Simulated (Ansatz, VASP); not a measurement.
**AlNi3: VASP beside Ansatz**

File POSCAR:

```
AlNi3
1.0
    3.5463868949      0.0000000000      0.0000000000
    0.0000000000      3.5463868949      0.0000000000
    0.0000000000      0.0000000000      3.5463868949
Ni Al
3 1
Direct
    0.5000000000      0.5000000000      0.0000000000
    0.5000000000      0.0000000000      0.5000000000
    0.0000000000      0.5000000000      0.5000000000
    0.0000000000      0.0000000000      0.0000000000
```

INCAR.step1

```
SYSTEM = AlNi3
PREC = Accurate ; ENCUT = 520
ISMEAR = -1 ; SIGMA = 0.05
LREAL = .False. ; LASPH = .True.
NELM = 150 ; ISPIN = 2
MAGMOM = 1 1 1 0 ; LMAXMIX = 4
NBANDS = 28 ; GGA = PE
ALGO = Normal ; EDIFF = 1E-4
LWAVE = .True. ; LCHARG = .False.
```

The input INCAR.step2:

```
SYSTEM = AlNi3
PREC = Accurate ; ENCUT = 520
EDIFF = 1E-6 ; ISMEAR = -1
SIGMA = 0.05 ; LREAL = .False.
LASPH = .True. ; NELM = 150
ALGO = Normal ; ISIF = 2
LWAVE = .False. ; LCHARG = .False.
ISPIN = 2 ; MAGMOM = 1 1 1 0
LORBIT = 11 ; LMAXMIX = 4
METAGGA = R2SCAN ; LMIXTAU = .True.
NBANDS = 28 ; ISTART = 1
```

File KPOINTS:

```
regular mesh
0
Gamma
  8 8 8
  0 0 0
```

File input.yaml:

```yaml
crystal:
  lattice:
    - [3.5463868949, 0.0, 0.0]
    - [0.0, 3.5463868949, 0.0]
    - [0.0, 0.0, 3.5463868949]
  atoms:
    - { symbol: Ni, position: [0.5, 0.5, 0.0], spin: 1.0 }
    - { symbol: Ni, position: [0.5, 0.0, 0.5], spin: 1.0 }
    - { symbol: Ni, position: [0.0, 0.5, 0.5], spin: 1.0 }
    - { symbol: Al, position: [0.0, 0.0, 0.0] }
hamiltonian:
  xc: r2scan
  pseudopotentials: { kind: paw }
magnetization:
  spin_polarized: true
kpoints:
  mp_grid: { grid: [8, 8, 8] }
scf:
  occupations: { method: fermi_dirac, width: 0.05 }
output:
  forces: true
  stress: true
  eigenvalues: true
```

Alike in both runs: task single point; functional r2SCAN; k mesh 8 × 8 × 8; occupations fermi-dirac, width 0.05 eV; collinear spin.

|  | VASP | Ansatz |
| --- | --- | --- |
| version | VASP 6.6.1 | Ansatz 0.2.0 |
| potentials or method | VASP PAW PBE potentials, release 64 (Ni, Al) | Ansatz PAW |
| plane-wave cutoff (eV) | 520 | 500 |
| valence electrons in the cell | 33 | 57 |

|  | VASP | Ansatz | Ansatz less VASP |
| --- | --- | --- | --- |
| gap on the k mesh at the Fermi level (eV) | none | none | - |
| pressure (GPa) | -3.1 | -3.4 | -0.28 |
| net moment per atom (μB) | 0.21 | 0.22 | +0.006 |
| size of the moment on the site where the two differ most (μB) | 0.32 | 0.36 | +0.035 |

VASP's potentials were made for PBE, not for r2SCAN. Site moments also hang on the region over which each program counts them. A gap of «none» marks a metal or a gap that the smearing closes. VASP's potentials hold 33 valence electrons a cell and Ansatz's 57, so a difference there can come from the potentials and not from the codes.

Noted on Ansatz's run: the magnetic or orbital state may not be the lowest.
